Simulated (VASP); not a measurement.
# TaN (rocksalt type): relaxation of cell and atoms with PBE

TaN (rocksalt type):

```
Ta N
1.0
     0.00000    2.15606    2.15606
     2.15606    0.00000    2.15606
     2.15606    2.15606    0.00000
Ta N
1 1
Direct
  0.00000 0.00000 0.00000
  0.50000 0.50000 0.50000
```

```json
{
  "Program": "VASP 6.6.1",
  "Task": "relaxation of cell and atoms",
  "Functional": "PBE",
  "Potentials or basis": "VASP PAW PBE potentials, release 64 (Ta_pv, N)",
  "Cutoff": "600 eV",
  "k mesh": "16 × 16 × 16",
  "Occupations": "fermi-dirac, width 0.08 eV",
  "Spin": "no spin polarisation",
  "Target pressure": "28 GPa",
  "Dipole correction": "no",
  "Further INCAR settings": "ALGO = Normal; EDIFF = 1e-06; IBRION = 2; EDIFFG = -0.005; NSW = 32; ISIF = 3"
}
```

- Relaxed volume: 10.05 Å³/atom
- Relaxed cell: a = 3.052 Å, b = 3.052 Å, c = 3.052 Å, α = 60.00°, β = 60.00°, γ = 60.00°
- Space group after relaxing (to 0.1 Å): Fm-3m (No. 225)
- Energy change on relaxing (the run minimises the enthalpy): -4.2 meV/atom
- Ionic steps: 3
- Pressure after relaxing: 28.0 GPa
- Band gap on the k mesh: zero (bands 8 and 9 overlap by 4.35 eV)

Step by step:
```tsv
step	energy change (eV)	largest force (eV/Å)	pressure (GPa)	volume (Å³)
1	0.0000	0.0000	29.06	20.05
2	-0.0323	0.0000	24.81	20.24
3	-0.0084	0.0000	27.99	20.09
```

Final structure:
```xyz
2
Lattice="0.0000 2.1577 2.1577 2.1577 0.0000 2.1577 2.1577 2.1577 0.0000" Properties=species:S:1:pos:R:3 pbc="T T T"
Ta    0.0000    0.0000    0.0000
N     2.1577    2.1577    2.1577
```

Levels at points of the mesh, in eV from the Fermi level:
```tsv
k point	band 4	band 5	band 6	band 7	band 8	band 9	band 10	band 11	band 12
(0.00, 0.00, 0.00)	-19.33	-3.99	-3.99	-3.99	-2.27	-2.27	-2.27	0.08	0.08
(0.50, 0.00, 0.00)	-15.96	-10.85	-8.00	-8.00	2.09	2.09	2.18	4.02	8.16
(0.50, 0.50, 0.00)	-18.07	-6.75	-5.87	-4.77	-4.77	2.31	3.88	3.88	5.16
```

Run time: 59 s on 1 thread of Intel Xeon 8259CL, on a shared host, peak memory 0.19 GiB.

Caveat: the cell is relaxed towards a set pressure, so the run minimises the enthalpy, not the energy; spin-orbit coupling is left out, which moves the levels of the heavy elements.
